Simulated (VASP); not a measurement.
The system is Ge.

```
CELL_PARAMETERS angstrom
3.82181 0.00000 0.00000
0.00000 4.12393 0.00000
0.00000 0.00000 5.23552
ATOMIC_POSITIONS crystal
Ge 0.50000 0.00000 0.75391
Ge 0.50000 0.00000 0.24609
Ge 0.00000 0.50000 0.00000
Ge 0.00000 0.00000 0.00000
```

The cell was generated, and may not be a known phase.

- Program: VASP 6.6.1
- Task: relaxation of cell and atoms
- Functional: PBE
- Potentials or basis: VASP PAW PBE potentials, release 64 (Ge_d)
- Cutoff: 600 eV
- k mesh: 4 × 4 × 4
- Occupations: gaussian, width 0.1 eV
- Spin: no spin polarisation

At the start: pressure 37.9 GPa; volume 20.63 Å³/atom.

Question: Where does the relaxation end?

Answer: Over 17 steps the energy falls by 1050.2 meV/atom and the volume is 29.23 Å³/atom (+41.7 %); space group Pmmm (No. 47, to 0.1 Å) before and after.

The path:
```tsv
step	energy change (eV)	largest force (eV/Å)	pressure (GPa)	volume (Å³)
1	0.0000	4.0836	37.89	82.52
2	-3.2953	0.7252	-5.50	154.02
3	-4.1320	0.1705	-0.33	120.04
4	-4.1314	0.2394	-0.93	121.87
5	-4.1327	0.2064	-0.68	120.99
6	-4.1939	0.0031	-0.16	119.28
7	-4.1955	0.0551	-0.13	118.98
8	-4.1955	0.0671	-0.11	118.91
9	-4.1965	0.0585	-0.12	118.57
10	-4.1992	0.0128	-0.08	117.52
11	-4.1925	0.2529	0.50	115.44
12	-4.1997	0.0096	-0.04	117.20
13	-4.1998	0.0422	0.00	116.88
14	-4.2001	0.0610	0.10	116.61
15	-4.2001	0.0571	0.09	116.64
16	-4.2004	0.0414	0.05	116.76
17	-4.2007	0.0185	0.04	116.93
```

Final structure:
```yaml
crystal:
  lattice:
    - [4.14755, 0.00000, 0.00000]
    - [0.00000, 5.16562, 0.00000]
    - [0.00000, 0.00000, 5.45763]
  atoms:
    - { symbol: Ge, position: [0.50000, 0.00000, 0.72892] }
    - { symbol: Ge, position: [0.50000, 0.00000, 0.27108] }
    - { symbol: Ge, position: [0.00000, 0.50000, 0.00000] }
    - { symbol: Ge, position: [0.00000, 0.00000, 0.00000] }
```

Caveat: the k points lie up to 0.38 Å⁻¹ apart in the final cell, too coarse for converged energies and pressures of a metal; the volume moved by over 15 % at a fixed basis, so the end points are rough.
